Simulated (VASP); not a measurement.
A run of VASP 6.6.1 is set up as follows.

File INCAR:

```
SYSTEM = CsBa3
AGGAC = 1.0 ; AGGAX = 1.0
ALDAC = 0.0 ; ALDAX = 1.0
ALGO = Normal ; EDIFF = 1E-7
ENCUT = 520 ; GGA = B5
ISIF = 2 ; ISMEAR = -1
LASPH = .True. ; LCHARG = .False.
LREAL = .False. ; LWAVE = .False.
NBANDS = 28 ; NELM = 100
PREC = Accurate ; SIGMA = 0.15
```

The input KPOINTS:

```
k-points
0
Gamma
  4 4 4
  0 0 0
```

File POSCAR:

```
CsBa3
1.0
    0.0000000000      5.2212840000      5.2212840000
    5.2212840000      0.0000000000      5.2212840000
    5.2212840000      5.2212840000      0.0000000000
Cs Ba
1 3
Direct
    0.0000000000      0.0000000000      0.0000000000
    0.2500000000      0.2500000000      0.2500000000
    0.7500000000      0.7500000000      0.7500000000
    0.5000000000      0.5000000000      0.5000000000
```

Potentials or basis: VASP PAW PBE potentials, release 64 (Cs_sv, Ba_sv).

Command:

```console
$ cat potpaw_PBE.64/Cs_sv/POTCAR potpaw_PBE.64/Ba_sv/POTCAR > POTCAR
$ mpirun -np 1 vasp_std > vasp.out
```

Q: Predict the pressure.

A: 0.5 GPa.

Caveat: the PAW data sets were made with another functional, which shifts forces and pressure a little.
